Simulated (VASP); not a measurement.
# AlGa5Sb6 (P-4m2) in VASP: a series of runs, part 2 of 2

VASP 6.6.1. Earlier steps stand in the parts before.

## 3. Single point, PBE

The input, INCAR:

```
PREC = Accurate
ENCUT = 520
EDIFF = 1E-6
ISMEAR = 0
SIGMA = 0.2
LREAL = F
LASPH = T
NELM = 80
ALGO = Normal
ISIF = 2
LWAVE = F
LCHARG = T
GGA = PE
LELF = T
LVHAR = T
NBANDS = 61
```

The input, KPOINTS:

```
regular mesh
0
Gamma
  6 6 2
```

The input, POSCAR:

```
AlGa5Sb6
1.0
    4.3982387000      0.0000000000      0.0000000000
    0.0000000000      4.3982387000      0.0000000000
    0.0000000000      0.0000000000     18.6313789000
Al Ga Sb
1 5 6
Direct
    0.0000000000      0.0000000000      0.0000000000
    0.0000000000      0.0000000000      0.6665620000
    0.5000000000      0.5000000000      0.8330260000
    0.5000000000      0.5000000000      0.1669740000
    0.0000000000      0.0000000000      0.3334380000
    0.5000000000      0.5000000000      0.5000000000
    0.5000000000      0.0000000000      0.7498030000
    0.0000000000      0.5000000000      0.9165410000
    0.5000000000      0.0000000000      0.0834590000
    0.0000000000      0.5000000000      0.2501970000
    0.5000000000      0.0000000000      0.4167210000
    0.0000000000      0.5000000000      0.5832790000
```

Potentials or basis: VASP PAW PBE potentials, release 64 (Al, Ga_d, Sb).

On the command line:

```sh
cat potpaw_PBE.64/Al/POTCAR potpaw_PBE.64/Ga_d/POTCAR potpaw_PBE.64/Sb/POTCAR > POTCAR
mpirun -np 1 vasp_std > vasp.out
```

OUTCAR:

```text
PREC = Accurate
   ENCUT = 520
   EDIFF = 1E-6
   ISMEAR = 0
   LREAL = F
   LASPH = T
   NELM = 80
   ISIF = 2
   GGA = PE

 ion  position               nearest neighbor table
   1  0.000  0.000  0.000-   8 2.69   9 2.69   8 2.69   9 2.69
   2  0.000  0.000  0.667-   7 2.69   7 2.69  12 2.69  12 2.69
   3  0.500  0.500  0.833-   7 2.69   7 2.69   8 2.69   8 2.69
   4  0.500  0.500  0.167-  10 2.69  10 2.69   9 2.69   9 2.69
   5  0.000  0.000  0.333-  10 2.69  10 2.69  11 2.69  11 2.69
   6  0.500  0.500  0.500-  11 2.69  12 2.69  11 2.69  12 2.69
   7  0.500  0.000  0.750-   3 2.69   3 2.69   2 2.69   2 2.69
   8  0.000  0.500  0.917-   1 2.69   1 2.69   3 2.69   3 2.69
   9  0.500  0.000  0.083-   1 2.69   1 2.69   4 2.69   4 2.69
  10  0.000  0.500  0.250-   4 2.69   4 2.69   5 2.69   5 2.69
  11  0.500  0.000  0.417-   6 2.69   6 2.69   5 2.69   5 2.69
  12  0.000  0.500  0.583-   6 2.69   6 2.69   2 2.69   2 2.69

  LATTYP: Found a simple tetragonal cell.
 ALAT       =     4.3982387000
 C/A-ratio  =     4.2360999870

  Lattice vectors:

 A1 = (   4.3982387000,   0.0000000000,   0.0000000000)
 A2 = (   0.0000000000,   4.3982387000,   0.0000000000)
 A3 = (   0.0000000000,   0.0000000000,  18.6313789000)

Analysis of symmetry for initial positions (statically):
=====================================================================
 Subroutine PRICEL returns:
 Original cell was already a primitive cell.

 Routine SETGRP: Setting up the symmetry group for a
 simple tetragonal supercell.

 Subroutine GETGRP returns: Found  8 space group operations
 (whereof  8 operations were pure point group operations)
 out of a pool of 16 trial point group operations.

The static configuration has the point symmetry D_2d.

Analysis of symmetry for dynamics (positions and initial velocities):
=====================================================================
 Subroutine PRICEL returns:
 Original cell was already a primitive cell.

 Routine SETGRP: Setting up the symmetry group for a
 simple tetragonal supercell.

 Subroutine GETGRP returns: Found  8 space group operations
 (whereof  8 operations were pure point group operations)
 out of a pool of 16 trial point group operations.

The dynamic configuration has the point symmetry D_2d.

 Subroutine INISYM returns: Found  8 space group operations
 (whereof  8 operations are pure point group operations),
 and found     1 'primitive' translations

----------------------------------------------------------------------------------------

                                     Primitive cell

  volume of cell :     360.4148

  direct lattice vectors                    reciprocal lattice vectors
     4.398238700  0.000000000  0.000000000     0.227363740  0.000000000  0.000000000
     0.000000000  4.398238700  0.000000000     0.000000000  0.227363740  0.000000000
     0.000000000  0.000000000 18.631378900     0.000000000  0.000000000  0.053672893

  length of vectors
     4.398238700  4.398238700 18.631378900     0.227363740  0.227363740  0.053672893

  position of ions in fractional coordinates (direct lattice)
     0.000000000  0.000000000  0.000000000
[... 75 lines left out ...]
   k-points           NKPTS =     20   k-points in BZ     NKDIM =     20   number of bands    NBANDS=     61
   number of dos      NEDOS =    301   number of ions     NIONS =     12
   total plane-waves  NPLWV = 181440
   dimension x,y,z NGX =    36 NGY =   36 NGZ =  140
   dimension x,y,z NGXF=    72 NGYF=   72 NGZF=  280
   ions per type =               1   5   6
   NGX,Y,Z   is equivalent  to a cutoff of  13.61, 13.61, 12.49 a.u.
   NGXF,Y,Z  is equivalent  to a cutoff of  27.21, 27.21, 24.98 a.u.
 SYSTEM =  unknown system
   PREC   = accura    normal or accurate (medium, high low for compatibility)
   ISTART =      0    job   : 0-new  1-cont  2-samecut
   ICHARG =      2    charge: 1-file 2-atom 10-const
   ISPIN  =      1    spin polarized calculation?
   LNONCOLLINEAR =      F non collinear calculations
   LSORBIT =      F    spin-orbit coupling
   LASPH  =      T    aspherical Exc in radial PAW
   ENCUT  =  520.0 eV  38.22 Ry    6.18 a.u.   8.18  8.18 34.64*2*pi/ulx,y,z
   NELM   =     80;   NELMIN=  2; NELMDL= -5     # of ELM steps
   EDIFF  = 0.1E-05   stopping-criterion for ELM
   LREAL  =      F    real-space projection
   EDIFFG = 0.1E-04   stopping-criterion for IOM
   NSW    =      0    number of steps for IOM
   IBRION =     -1    ionic relax: 0-MD 1-quasi-New 2-CG
   NFREE  =      0    steps in history (QN), initial steepest desc. (CG)
   ISIF   =      2    stress and relaxation
   ISYM   =      2    0-nonsym 1-usesym 2-fastsym
   POTIM  = 0.5000    time-step for ionic-motion
   TEBEG  =    0.0;   TEEND  =   0.0 temperature during run
   PSTRESS=    0.0 pullay stress
   NELECT =      98.0000    total number of electrons
   NUPDOWN=      -1.0000    fix difference up-down
   EMIN   =  10.00;   EMAX   =-10.00  energy-range for DOS
   EFERMI =   0.00;   METHOD = LEGACY
   ISMEAR =     0;   SIGMA  =   0.20  broadening in eV -4-tet -1-fermi 0-gaus
   EFERMI_NEDOS =   21; number of points for ismear=-14 and -15
   IALGO  =     38    algorithm
   IMIX   =      4    mixing-type and parameters
     AMIX     =   0.40;   BMIX     =  1.00
     AMIX_MAG =   1.60;   BMIX_MAG =  1.00
  volume/ion in A,a.u.               =      30.03       202.68
  Fermi-wavevector in a.u.,A,eV,Ry     =   1.060594  2.004233 15.304656  1.124860
  Thomas-Fermi vector in A             =   2.195981
   LORBIT       =      0    0 simple, 1 ext, 2 COOP (PROOUT), +10 PAW based schemes
   GGA     = PE    functional components
   LHFCALC =     F    Hartree Fock is set to
   AEXX    =    0.0000 exact exchange contribution
   IVDW    =     0    specifies the selected vdW correction
   LEPSILON=     F    determine dielectric tensor
   LRPA    =     F    only Hartree local field effects (RPA)
 non-spin polarized calculation
 Gauss-broadening in eV      SIGMA  =   0.20
  energy-cutoff  :      520.00
  volume of cell :      360.41
 maximum number of plane-waves:      9744
 NGX is ok and might be reduce to    36
   NGX = 17   NGY = 17   NGZ = 69

 number of electron      97.9999957 magnetization

 Free energy of the ion-electron system (eV)
  ---------------------------------------------------
  ext. energy  EPLUGINS =         0.00000000
  ---------------------------------------------------
  free energy    TOTEN  =       -45.01197699 eV

  energy without entropy =      -45.00427890  energy(sigma->0) =      -45.00812795

 E-fermi :   4.5022     XC(G=0):  -8.8157

 val. band max:        4.4012981810   @ k =   0.0000   0.0000   0.0000
 cond. band min:       4.7283985719   @ k =   0.5000   0.0000   0.5000
 fundamental gap:      0.3271003909
 Fermi energy:         4.5022478322

 k-point     1 :       0.0000    0.0000    0.0000
  band No.  band energies     occupation
      1     -10.5315      2.00000
      2     -10.5291      2.00000
      3     -10.5187      2.00000
      4     -10.5073      2.00000
      5     -10.4985      2.00000
      6     -10.4985      2.00000
[... 1269 lines left out ...]
     60       8.6231      0.00000
     61       8.6239      0.00000

------------------------ aborting loop because EDIFF is reached ----------------------------------------

  FORCE on cell =-STRESS in cart. coord.  units (eV):
  Direction    XX          YY          ZZ          XY          YZ          ZX
  --------------------------------------------------------------------------------------
  -------------------------------------------------------------------------------------
  Total        0.3599062      0.3599062      0.0679885      0.0000000      0.0000000      0.0000000
  in kB        1.5999166      1.5999166      0.3022340      0.0000000      0.0000000      0.0000000
  external PRESSURE =       1.1673557 kB  Pullay stress =       0.0000000 kB

 VOLUME and BASIS-vectors are now :
 -----------------------------------------------------------------------------
  energy-cutoff  :      520.00
  volume of cell :      360.41
      direct lattice vectors                 reciprocal lattice vectors
     4.398238700  0.000000000  0.000000000     0.227363740  0.000000000  0.000000000
     0.000000000  4.398238700  0.000000000     0.000000000  0.227363740  0.000000000
     0.000000000  0.000000000 18.631378900     0.000000000  0.000000000  0.053672893

 POSITION                                       TOTAL-FORCE (eV/Angst)
 -----------------------------------------------------------------------------------
      0.00000      0.00000      0.00000        -0.000000      0.000000     -0.000000
      0.00000      0.00000     12.41897         0.000000     -0.000000      0.000273
      2.19912      2.19912     15.52042        -0.000000      0.000000     -0.002170
      2.19912      2.19912      3.11096        -0.000000      0.000000      0.002170
      0.00000      0.00000      6.21241        -0.000000      0.000000     -0.000273
      2.19912      2.19912      9.31569        -0.000000      0.000000     -0.000000
      2.19912      0.00000     13.96986        -0.000000      0.000000      0.000090
      0.00000      2.19912     17.07642        -0.000000     -0.000000     -0.015415
      2.19912      0.00000      1.55496        -0.000000      0.000000      0.015415
      0.00000      2.19912      4.66152        -0.000000     -0.000000     -0.000090
      2.19912      0.00000      7.76409        -0.000000      0.000000     -0.000288
      0.00000      2.19912     10.86729        -0.000000      0.000000      0.000288
 -----------------------------------------------------------------------------------
    total drift:                                0.000000      0.000000      0.000000

  FREE ENERGIE OF THE ION-ELECTRON SYSTEM (eV)
  ---------------------------------------------------
  free  energy   TOTEN  =       -45.0119769912 eV

  energy  without entropy=      -45.0042789039  energy(sigma->0) =      -45.00812795
```

Wall time 15 min (1 thread of Intel Xeon 8259CL, shared host); peak memory 0.65 GiB.

Results:

```yaml
Free_energy: -45.0120 eV
Pressure: 0.1 GPa
Largest_force: 0.015 eV/Å
Band_gap_on_the_k_mesh: zero (filled and empty bands touch)
```

Forces on the atoms (eV/Å):
```
Al   0.000  0.000  0.000
Ga   0.000  0.000  0.000
Ga   0.000  0.000 -0.002
Ga   0.000  0.000  0.002
Ga   0.000  0.000  0.000
Ga   0.000  0.000  0.000
Sb   0.000  0.000  0.000
Sb   0.000  0.000 -0.015
Sb   0.000  0.000  0.015
Sb   0.000  0.000  0.000
Sb   0.000  0.000  0.000
Sb   0.000  0.000  0.000
```

Stress tensor (GPa, compression positive):
```
0.16 0.00 0.00
0.00 0.16 0.00
0.00 0.00 0.03
```

Levels at points of the mesh, in eV from the Fermi level:
| k point | band 45 | band 46 | band 47 | band 48 | band 49 | band 50 | band 51 | band 52 | band 53 | band 54 |
| --- | --- | --- | --- | --- | --- | --- | --- | --- | --- | --- |
| (0.00, 0.00, 0.00) | -1.00 | -1.00 | -0.16 | -0.10 | -0.10 | -0.10 | 0.90 | 0.90 | 1.05 | 1.22 |
| (0.50, 0.00, 0.00) | -1.21 | -1.18 | -1.16 | -1.15 | -1.15 | 0.82 | 0.87 | 0.88 | 1.19 | 1.86 |
| (0.50, 0.50, 0.00) | -2.86 | -2.46 | -2.46 | -2.46 | -2.45 | 0.81 | 1.04 | 1.22 | 1.22 | 2.37 |
| (0.00, 0.00, 0.50) | -1.31 | -0.46 | -0.46 | -0.37 | -0.37 | 0.80 | 0.87 | 0.99 | 1.15 | 1.20 |
| (0.50, 0.00, 0.50) | -1.18 | -1.15 | -1.15 | -1.14 | -1.13 | 0.23 | 0.45 | 1.59 | 1.61 | 1.63 |
| (0.50, 0.50, 0.50) | -2.66 | -2.61 | -2.61 | -2.61 | -2.61 | 1.21 | 1.37 | 1.38 | 1.58 | 1.58 |

Caveat: semilocal functionals underestimate gaps, and a narrow one can read as zero; spin-orbit coupling is left out, which moves the levels of the heavy elements.

The gap in the log of VASP goes by the Fermi energy; the results here count the filled bands.